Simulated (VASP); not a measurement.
Write the native input for VASP 6.6.1 that does the following.

| Item | Value |
| --- | --- |
| Task | single point |
| Functional | r2SCAN |
| Potentials or basis | VASP PAW PBE potentials, release 64 (Na_pv, F) |
| Cutoff | 520 eV |
| k mesh | 10 × 10 × 10 |
| Occupations | gaussian, width 0.01 eV |
| Spin | no spin polarisation |
| Dipole correction | no |
| Further INCAR settings | ALGO = Normal; EDIFF = 1e-06; NBANDS = 14 |

Crystal: NaF.

```
Na F
1.0
     2.79349   -0.05182    0.00000
    -0.05182    2.79349    0.00000
     0.00000    0.00000    2.79349
Na F
1 1
Direct
  0.00000 0.00000 0.00000
  0.50000 0.50000 0.50000
```

This cell differs from its parent crystal: shear xy strain -3.7%.

One way to write it, as run:

POSCAR

```
NaF
1.0
    2.7934852186     -0.0518191508      0.0000000000
   -0.0518191508      2.7934852186      0.0000000000
    0.0000000000      0.0000000000      2.7934852186
Na F
1 1
Direct
    0.0000000000      0.0000000000      0.0000000000
    0.5000000000      0.5000000000      0.5000000000
```

INCAR.step1

```
PREC = Accurate
ENCUT = 520
ISMEAR = 0
SIGMA = 0.01
LREAL = False
LASPH = True
NELM = 100
NBANDS = 14
GGA = PE
ALGO = Normal
EDIFF = 1E-4
LWAVE = True
LCHARG = False
```

INCAR.step2

```
PREC = Accurate
ENCUT = 520
EDIFF = 1E-6
ISMEAR = 0
SIGMA = 0.01
LREAL = False
LASPH = True
NELM = 100
ALGO = Normal
ISIF = 2
LWAVE = False
LCHARG = False
METAGGA = R2SCAN
LMIXTAU = True
NBANDS = 14
ISTART = 1
```

KPOINTS

```
Automatic mesh
0
Gamma
  10 10 10
```

Potentials or basis: VASP PAW PBE potentials, release 64 (Na_pv, F).

The run is started by

```console
$ cat potpaw_PBE.64/Na_pv/POTCAR potpaw_PBE.64/F/POTCAR > POTCAR
$ cp INCAR.step1 INCAR
$ mpirun -np 1 vasp_std > vasp.out
$ cp INCAR.step2 INCAR
$ mpirun -np 1 vasp_std > vasp.out
```

It gave:

| Quantity | Value |
| --- | --- |
| Pressure | -0.6 GPa |
| Band gap on the k mesh | 7.12 eV, indirect (least direct gap 7.42 eV) |

Caveat: the cell differs from its parent crystal (shear xy strain -3.7%); the PAW data sets were made with another functional, which shifts forces and pressure a little.

It took 100 s on 1 thread of Intel(R) Xeon(R) Platinum 8259CL CPU @ 2.50GHz (Skylake/Cascade Lake) (shared host), peak memory 0.17 GiB.
